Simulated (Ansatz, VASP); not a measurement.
One calculation of AgCl, two programs

```
Ag Cl
1.0
     0.00000    2.76388    2.76388
     2.76388    0.00000    2.76388
     2.76388    2.76388    0.00000
Ag Cl
1 1
Direct
  0.50000 0.50000 0.50000
  0.00000 0.00000 0.00000
```

Change from the starting cell: volume scaled by 0.99, PAW files.

Alike in both runs: task electric field gradients; functional LDA; k mesh 8 × 8 × 8; occupations fermi-dirac, width 0.02 eV; no spin polarisation.

```csv
,VASP,Ansatz
version,VASP 6.6.1,Ansatz 0.2.0
potentials or method,"VASP PAW LDA potentials, release 64 (Ag, Cl)","PAW with Ansatz's default frozen-core files, scalar-relativistic"
plane-wave cutoff (eV),520,420
valence electrons in the cell,18,26
```

```csv
,VASP,Ansatz,Ansatz less VASP
pressure (GPa),-5.2,-5.2,+0.01
```

LDA's correlation is that of Perdew and Zunger in VASP and of Perdew and Wang (1992) in Ansatz. VASP's potentials hold 18 valence electrons a cell and Ansatz's 26, so a difference there can come from the potentials and not from the codes.
